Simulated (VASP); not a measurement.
YSc:

```xyz
2
Lattice="3.5202 0.0000 0.0000 -1.7601 3.0486 0.0000 0.0000 0.0000 5.4041" Properties=species:S:1:pos:R:3 pbc="T T T"
Y     0.0000    0.0000    0.0000
Sc    0.0000    2.0324    2.7021
```

| Property | Result |
| --- | --- |
| Program | VASP 6.6.1 |
| Task | relaxation of cell and atoms |
| Functional | LDA |
| Potentials or basis | VASP PAW LDA potentials, release 64 (Y_sv, Sc_sv) |
| Cutoff | 600 eV |
| k mesh | 7 × 7 × 4 |
| Occupations | methfessel-paxton, width 0.02 eV |
| Spin | no spin polarisation |

At the start: pressure -4.5 GPa; volume 29.00 Å³/atom.

Question: How do energy, volume and symmetry change on relaxing?

Answer: Over 7 steps the energy falls by 41.4 meV/atom and the volume is 26.26 Å³/atom (-9.4 %); space group P-6m2 (No. 187, to 0.05 Å).

The path:
| step | energy change (eV) | largest force (eV/Å) | pressure (GPa) | volume (Å³) |
| --- | --- | --- | --- | --- |
| 1 | 0.0000 | 0.0000 | -4.50 | 57.99 |
| 2 | -0.0787 | 0.0000 | 1.21 | 51.43 |
| 3 | -0.0827 | 0.0000 | 0.01 | 52.52 |
| 4 | -0.0826 | 0.0000 | -0.10 | 52.63 |
| 5 | -0.0827 | 0.0000 | -0.10 | 52.63 |
| 6 | -0.0827 | 0.0000 | -0.10 | 52.63 |
| 7 | -0.0827 | 0.0000 | 0.01 | 52.52 |

Final structure:
```
CELL_PARAMETERS angstrom
3.39904 0.00000 0.00000
-1.69952 2.94365 0.00000
0.00000 0.00000 5.24886
ATOMIC_POSITIONS crystal
Y 0.00000 0.00000 0.00000
Sc 0.33333 0.66667 0.50000
```
